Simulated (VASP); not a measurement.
SiC: single point with PBEsol

The system is SiC.

```
Si C
1.0
     0.00000    2.17839    2.17839
     2.17839    0.00000    2.17839
     2.17839    2.17839    0.00000
Si C
1 1
Cartesian
  0.0103 0.0000 0.0051
  3.2436 3.2676 3.2556
```

This cell differs from its parent crystal: mode 4 frozen in at -0.024 Å and mode 5 at -0.012 Å (largest displacements).

```yaml
Program: VASP 6.6.1
Task: single point
Functional: PBEsol
Potentials_or_basis: VASP PAW PBE potentials, release 64 (Si, C)
Cutoff: 520 eV
k_mesh: 10 × 10 × 10
Occupations: gaussian, width 0.05 eV
Spin: no spin polarisation
```

```yaml
Pressure: 0.5 GPa
Largest_force: 0.737 eV/Å
Band_gap_on_the_k_mesh: 1.05 eV, indirect (least direct gap 4.36 eV)
```

Forces in eV/Å, atoms in the order of the input:
```
Si  -0.658  0.041 -0.330
C    0.658 -0.041  0.330
```

Stress tensor (GPa, compression positive):
```
 0.40 -1.15  0.18
-1.15  0.63 -2.29
 0.18 -2.29  0.57
```

Levels at points of the mesh, in eV from the valence-band top:
```csv
k point,band 2,band 3,band 4,band 5,band 6,band 7
"(0.00, 0.00, 0.00)",-0.36,-0.18,0.00,6.01,7.00,7.07
"(0.50, 0.00, 0.00)",-8.75,-1.39,-1.11,5.20,6.78,7.12
"(0.00, 0.50, 0.00)",-8.88,-1.27,-1.09,5.20,6.91,7.13
"(0.00, 0.00, 0.50)",-8.81,-1.35,-1.08,5.19,6.81,7.15
"(0.50, 0.50, 0.50)",-8.68,-1.38,-1.19,5.21,6.81,7.03
"(0.50, 0.50, 0.00)",-8.01,-3.43,-3.34,1.05,4.02,13.78
"(0.00, 0.50, 0.50)",-8.01,-3.47,-3.31,1.05,4.02,13.78
"(0.50, 0.00, 0.50)",-8.02,-3.39,-3.38,1.05,4.02,13.79
```

Wall time 25 s on 1 thread of Intel(R) Xeon(R) 6975P-C (Granite Rapids) (shared host), peak memory 0.22 GiB.

Caveat: the cell differs from its parent crystal (mode 4 frozen in at -0.024 Å and mode 5 at -0.012 Å (largest displacements)); the PAW data sets were made with another functional, which shifts forces and pressure a little. A k mesh can miss the band edges.
